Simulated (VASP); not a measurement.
A run of VASP 6.6.1 is set up as follows.

INCAR

```
ALGO = Normal
EDIFF = 1E-6
ENCUT = 910
GGA = PE
GGA_COMPAT = F
ISIF = 2
ISMEAR = 0
LASPH = T
LCHARG = F
LREAL = F
LWAVE = F
NBANDS = 28
NELM = 120
PREC = Accurate
SIGMA = 0.05
```

Contents of KPOINTS:

```
k-points
0
Gamma
  6 6 6
```

The input POSCAR:

```
BaTiO3
1.0
    3.9852772057      0.0000000000      0.0000000000
    0.0000000000      3.9852772057      0.0000000000
    0.0000000000      0.0000000000      4.2019547584
Ba Ti O
1 1 3
Direct
    0.0000000000      0.0000000000     -0.0106714820
    0.5000000000      0.5000000000      0.4720898641
    0.5000000000      0.5000000000      0.0408513749
    0.5000000000      0.0000000000      0.5203651216
    0.0000000000      0.5000000000      0.5203651216
```

Potentials or basis: VASP PAW PBE potentials, release 64 (Ba_sv, Ti_sv, O_h).

Run with:

```sh
$ cat potpaw_PBE.64/Ba_sv/POTCAR potpaw_PBE.64/Ti_sv/POTCAR potpaw_PBE.64/O_h/POTCAR > POTCAR
$ mpirun -np 1 vasp_std > vasp.out
```

Problem. Estimate the pressure.

Solution. 1.2 GPa.

Problem. Estimate the largest force.

Solution. 0.048 eV/Å.

Problem. Estimate the band gap on the k mesh.

Solution. 1.79 eV, indirect (least direct gap 2.36 eV).

Forces in eV/Å, atoms in the order of the input:
```
Ba   0.000  0.000  0.048
Ti   0.000  0.000  0.037
O    0.000  0.000 -0.042
O    0.000  0.000 -0.022
O    0.000  0.000 -0.022
```

Caveat: the cutoff is under 1.25 times the usual one of these potentials, so pressure, stress and relaxed cells hold a basis-set (Pulay) error; spin-orbit coupling is left out, which moves the levels of the heavy elements. Expect the measured gap to be larger: semilocal functionals such as PBE lack the derivative discontinuity.
